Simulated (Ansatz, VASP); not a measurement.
One calculation of Cl, two programs

```
Cl
1.0
     2.41464    0.00000    0.00000
     0.00000    2.41464    0.00000
     0.00000    0.00000    2.41464
Cl
1
Direct
  0.00000 0.00000 0.00000
```

Change from the starting cell: volume scaled by 0.68, PAW files.

Alike in both runs: task single point; functional LDA; k mesh 15 × 15 × 15; occupations fermi-dirac, width 0.08 eV; no spin polarisation.

|  | VASP | Ansatz |
| --- | --- | --- |
| version | VASP 6.6.1 | Ansatz 0.2.0 |
| potentials or method | VASP PAW LDA potentials, release 64 (Cl) | PAW with Ansatz's default frozen-core files, scalar-relativistic |
| plane-wave cutoff (eV) | 520 | 420 |
| valence electrons in the cell | 7 | 7 |

```tsv
	VASP	Ansatz	Ansatz less VASP
pressure (GPa)	51.7	51.7	+0.05
```

LDA's correlation is that of Perdew and Zunger in VASP and of Perdew and Wang (1992) in Ansatz. Both programs put the cell under a high pressure, so it lies far from rest at this level.
